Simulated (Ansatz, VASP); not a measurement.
# Two plane-wave programs on BeTe

```
Be Te
1.0
     0.00000    2.74222    2.74222
     2.74222    0.00000    2.74222
     2.74222    2.74222    0.00000
Be Te
1 1
Cartesian
  0.0000 0.0000 0.0000
  4.1133 4.1133 4.1133
```

Alike in both runs: task single point; functional PBE; k mesh 8 × 8 × 8; occupations gaussian, width 0.02 eV; no spin polarisation.

```csv
,VASP,Ansatz
version,VASP 6.6.1,Ansatz 0.2.0
potentials or method,"VASP PAW PBE potentials, release 64 (Be, Te), cutoff 520 eV","scalar-relativistic, plane waves, PAW"
valence electrons in the cell,8,18
```

|  | VASP | Ansatz | Ansatz less VASP |
| --- | --- | --- | --- |
| gap on the k mesh at the Fermi level (eV) | 1.76 | 1.78 | +0.019 |
| least direct gap on the mesh (eV) | 3.53 | 3.56 | +0.023 |
| pressure (GPa) | 6.8 | 6.6 | -0.21 |

The functional is the same, so the differences come from potentials, cutoffs and numerics. VASP's potentials hold 8 valence electrons a cell and Ansatz's 18, so a difference there can come from the potentials and not from the codes.

Spin-orbit coupling is off throughout.
